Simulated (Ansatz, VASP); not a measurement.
Two plane-wave programs on TaGe2N3

```
Ta Ge N
1.0
     5.38773    0.00000    0.00000
    -2.69387    4.66591    0.00000
     0.00000    0.00000    3.74629
Ta Ge N
1 2 3
Cartesian
  0.0000 0.0000 0.0000
  0.0000 3.1106 0.0000
  2.6939 1.5553 0.0000
  0.0000 3.1106 1.8731
  2.6939 1.5553 1.8731
  0.0000 0.0000 1.8731
```

Alike in both runs: functional PBE; k mesh 9 × 9 × 10; occupations gaussian, width 0.1 eV; no spin polarisation.

Ansatz relaxed the structure, and its values are those at the end. VASP's run is a single point on that final structure, the one shown.

|  | VASP | Ansatz |
| --- | --- | --- |
| version | VASP 6.6.1 | Ansatz 0.2.0 |
| potentials or method | VASP PAW PBE potentials, release 64 (Ta_pv, Ge_d, N), cutoff 520 eV | scalar-relativistic, plane waves, PAW |
| valence electrons in the cell | 54 | 56 |

```csv
,VASP,Ansatz,Ansatz less VASP
gap on the k mesh at the Fermi level (eV),none,none,-
pressure (GPa),0.1,0.0,-0.10
```

A gap of «none» marks a metal or a gap that the smearing closes. VASP's potentials hold 54 valence electrons a cell and Ansatz's 56, so a difference there can come from the potentials and not from the codes.

Neither program's run includes spin-orbit coupling.
